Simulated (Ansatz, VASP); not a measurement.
## One calculation of Sn, two programs

Contents of INCAR:

```
SYSTEM = Sn
PREC     = Accurate       ! precision mode
ENCUT    = 520            ! plane-wave cutoff, eV
EDIFF    = 1E-6           ! SCF threshold, eV
ISMEAR   = 0              ! smearing method
SIGMA    = 0.1            ! smearing width, eV
LREAL    = .FALSE.        ! projectors in reciprocal space
LASPH    = .TRUE.         ! aspherical terms in the spheres
NELM     = 60             ! most SCF steps
ALGO     = Fast           ! electronic algorithm
ISIF     = 2              ! what is computed and relaxed
LWAVE    = .FALSE.        ! write WAVECAR
LCHARG   = .FALSE.        ! write CHGCAR
GGA      = PE             ! functional
NBANDS   = 21             ! bands
```

KPOINTS

```
regular mesh
0
G
  14 14 10
  0 0 0
```

POSCAR

```
Sn
1.0
   -2.7936366812      2.8135639839      1.5326910611
    2.8135639839     -2.7936366812      1.5326910611
    2.9112422994      2.9112422994     -1.4960569110
Sn
2
Direct
    0.7379749490      0.2620250510      0.5000000000
    0.0120250510     -0.0120250510      0.0000000000
```

Input for Ansatz:

```yaml
crystal:
  lattice:
    - [-2.7936366812, 2.8135639839, 1.5326910611]
    - [2.8135639839, -2.7936366812, 1.5326910611]
    - [2.9112422994, 2.9112422994, -1.496056911]
  atoms:
    - { symbol: Sn, position: [0.737974949, 0.262025051, 0.5] }
    - { symbol: Sn, position: [0.012025051, -0.012025051, 0.0] }
basis:
  ecutwfc: 420
kpoints:
  mp_grid: { grid: [14, 14, 10] }
hamiltonian:
  xc: pbe
scf:
  occupations: { method: gaussian, width: 0.1 }
output:
  forces: true
  stress: true
  eigenvalues: true
```

Alike in both runs: task single point; functional PBE; k mesh 14 × 14 × 10; occupations gaussian, width 0.1 eV; no spin polarisation.

|  | VASP | Ansatz |
| --- | --- | --- |
| version | VASP 6.6.1 | Ansatz 0.2.0 |
| potentials or method | VASP PAW PBE potentials, release 64 (Sn_d), cutoff 520 eV | scalar-relativistic, plane waves, PAW |
| valence electrons in the cell | 28 | 28 |

```csv
,VASP,Ansatz,Ansatz less VASP
gap on the k mesh at the Fermi level (eV),none,none,-
pressure (GPa),8.7,8.8,+0.07
"traceless stress, the component that is largest in VASP (GPa)",0.85,0.85,+0.002
rms of the force components (eV/Å),0.550,0.549,-0.0003
```

Atom by atom the forces differ by 0.000 eV/Å (rms over components). A gap of «none» marks a metal or a gap that the smearing closes. With one functional, cell and mesh, what is left measures potentials, basis and numerics.
